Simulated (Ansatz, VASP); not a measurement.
# One calculation of BPt2, two programs

The input INCAR:

```
ALGO = Normal ; EDIFF = 1E-7
ENCUT = 520 ; ISIF = 2
ISMEAR = 1 ; LASPH = T
LCHARG = T ; LELF = T
LREAL = F ; LVHAR = T
LWAVE = F ; NBANDS = 32
NELM = 100 ; PREC = Accurate
SIGMA = 0.1
```

The input KPOINTS:

```
k-points
0
Gamma
  9 9 3
```

The input POSCAR:

```
BPt2
1.0
    2.8480435309      0.0000000000      0.0000000000
   -1.4240217654      2.4664784552      0.0000000000
    0.0000000000      0.0000000000     10.0733125523
B Pt
2 4
Direct
    0.6666666667      0.3333333333      0.7500000000
    0.3333333333      0.6666666667      0.2500000000
    0.6666666667      0.3333333333      0.3837940000
    0.3333333333      0.6666666667      0.6162060000
    0.3333333333      0.6666666667      0.8837940000
    0.6666666667      0.3333333333      0.1162060000
```

Input for Ansatz:

```yaml
crystal:
  lattice:
    - [2.848043530882591, 0.0, 0.0]
    - [-1.4240217654412954, 2.466478455169235, 0.0]
    - [0.0, 0.0, 10.073312552335155]
  atoms:
    - { symbol: B, position: [0.6666666666666666, 0.3333333333333333, 0.75] }
    - { symbol: B, position: [0.3333333333333333, 0.6666666666666666, 0.25] }
    - { symbol: Pt, position: [0.6666666666666666, 0.3333333333333333, 0.383794] }
    - { symbol: Pt, position: [0.3333333333333333, 0.6666666666666666, 0.616206] }
    - { symbol: Pt, position: [0.3333333333333333, 0.6666666666666666, 0.883794] }
    - { symbol: Pt, position: [0.6666666666666666, 0.3333333333333333, 0.116206] }
basis:
  ecutwfc: 510.0
kpoints:
  mp_grid:
    grid: [9, 9, 3]
hamiltonian:
  xc: lda
scf:
  occupations:
    method: cold
    width: 0.1
output:
  stress: true
```

Alike in both runs: task single point; functional LDA; k mesh 9 × 9 × 3; no spin polarisation.

|  | VASP | Ansatz |
| --- | --- | --- |
| version | VASP 6.6.1 | Ansatz 0.2.0 |
| potentials or method | VASP PAW LDA potentials, release 64 (B, Pt), cutoff 520 eV | plane waves, PAW |
| occupations | methfessel-paxton of order 1, width 0.1 eV | cold, width 0.1 eV |
| valence electrons in the cell | 46 | 78 |

|  | VASP | Ansatz | Ansatz less VASP |
| --- | --- | --- | --- |
| pressure (GPa) | 16.7 | 15.3 | -1.34 |
| traceless stress, the component that is largest in VASP (GPa) | 3.44 | 3.27 | -0.173 |

LDA's correlation is that of Perdew and Zunger in VASP and of Perdew and Wang (1992) in Ansatz. VASP's potentials hold 46 valence electrons a cell and Ansatz's 78, so a difference there can come from the potentials and not from the codes.

Spin-orbit coupling is off throughout.
